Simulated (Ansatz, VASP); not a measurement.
# CoO: VASP beside Ansatz

The input INCAR:

```
ALGO = Normal
EDIFF = 1E-7
ENCUT = 520
GGA = PS
ISIF = 2
ISMEAR = 1
ISPIN = 2
LASPH = True
LCHARG = False
LMAXMIX = 4
LORBIT = 11
LREAL = False
LWAVE = False
MAGMOM = 2.5 -2.5 0 0
NBANDS = 27
NELM = 150
PREC = Accurate
SIGMA = 0.15
```

KPOINTS

```
k-points
0
Gamma
  8 8 5
```

Contents of POSCAR:

```
CoO
1.0
    3.2397251150      0.0000000000      0.0000000000
   -1.6198625575      2.8056835738      0.0000000000
    0.0000000000      0.0000000000      5.2975167063
Co O
2 2
Direct
    0.0000000000      0.0000000000      0.0034740000
    0.3333333333      0.6666666667      0.5033620000
    0.0000000000      0.0000000000      0.3716090000
    0.3333333333      0.6666666667      0.8715560000
```

Input for Ansatz:

```yaml
crystal:
  lattice:
    - [3.2397251149879747, 0.0, 0.0]
    - [-1.6198625574939873, 2.8056835737537953, 0.0]
    - [0.0, 0.0, 5.297516706348599]
  atoms:
    - { symbol: Co, position: [0.0, 0.0, 0.003474], spin: 2.5 }
    - { symbol: Co, position: [0.3333333333333333, 0.6666666666666666, 0.503362], spin: -2.5 }
    - { symbol: O, position: [0.0, 0.0, 0.371609] }
    - { symbol: O, position: [0.3333333333333333, 0.6666666666666666, 0.871556] }
basis:
  ecutwfc: 476.19925930478996
kpoints:
  mp_grid:
    grid: [8, 8, 5]
hamiltonian:
  xc: pbesol
  pseudopotentials:
    kind: paw
magnetization:
  spin_polarized: true
scf:
  occupations:
    method: cold
    width: 0.15
output:
  stress: true
```

Alike in both runs: task single point; functional PBEsol; k mesh 8 × 8 × 5; collinear spin.

|  | VASP | Ansatz |
| --- | --- | --- |
| version | VASP 6.6.1 | Ansatz 0.2.0 |
| potentials or method | VASP PAW PBE potentials, release 64 (Co, O), cutoff 520 eV | plane waves, PAW |
| occupations | methfessel-paxton of order 1, width 0.15 eV | cold, width 0.15 eV |
| valence electrons in the cell | 30 | 46 |

|  | VASP | Ansatz | Ansatz less VASP |
| --- | --- | --- | --- |
| pressure (GPa) | -13.5 | -13.7 | -0.20 |
| traceless stress, the component that is largest in VASP (GPa) | 0.36 | 0.29 | -0.074 |
| net moment per atom (μB) | 0.00 | 0.00 | 0.000 |
| size of the moment on the site where the two differ most (μB) | 2.30 | 2.14 | -0.163 |

VASP's potentials were made for PBE, not for PBEsol. Site moments also hang on the region over which each program counts them. VASP's potentials hold 30 valence electrons a cell and Ansatz's 46, so a difference there can come from the potentials and not from the codes. Ansatz's warnings: stability check not made.
